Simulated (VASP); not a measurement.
Co: single point with PBE

Co:

```
CELL_PARAMETERS angstrom
2.44308 0.00000 0.00000
-1.22154 2.11577 0.00000
0.00000 0.00000 3.96550
ATOMIC_POSITIONS crystal
Co 0.33333 0.66667 0.25000
Co 0.66667 0.33333 0.75000
```

| Property | Result |
| --- | --- |
| Program | VASP 6.6.1 |
| Task | single point |
| Functional | PBE |
| Potentials or basis | VASP PAW PBE potentials, release 64 (Co) |
| Cutoff | 520 eV |
| k mesh | 13 × 13 × 7 |
| Occupations | gaussian, width 0.1 eV |
| Spin | collinear spin, ferromagnetic start |
| Starting moments | [2.5, 2.5] μB |

```
Pressure                                              : 13.2 GPa
Net moment                                            : 3.13 μB per cell
Site moments                                          : Co +1.58 μB
Valence electrons inside the program's atomic spheres : Co 8.39
```

Stress tensor (GPa, compression positive):
```
13.95  0.00  0.00
 0.00 13.95  0.00
 0.00  0.00 11.74
```

Levels at points of the mesh, in eV from the Fermi level:
Spin up:
```csv
k point,band 7,band 8,band 9,band 10,band 11,band 12,band 13,band 14,band 15,band 16
"(0.00, 0.00, 0.00)",-2.30,-1.91,-1.91,-0.72,-0.72,-0.12,6.85,22.54,25.72,25.72
```
Spin down:
```tsv
k point	band 4	band 5	band 6	band 7	band 8	band 9	band 10	band 11
(0.00, 0.00, 0.00)	-1.05	-1.05	-0.65	-0.65	-0.18	-0.18	-0.18	1.12
```

Wall time 35 s on 1 thread of Intel(R) Xeon(R) Platinum 8488C (Sapphire Rapids), on a shared host, peak memory 0.17 GiB.
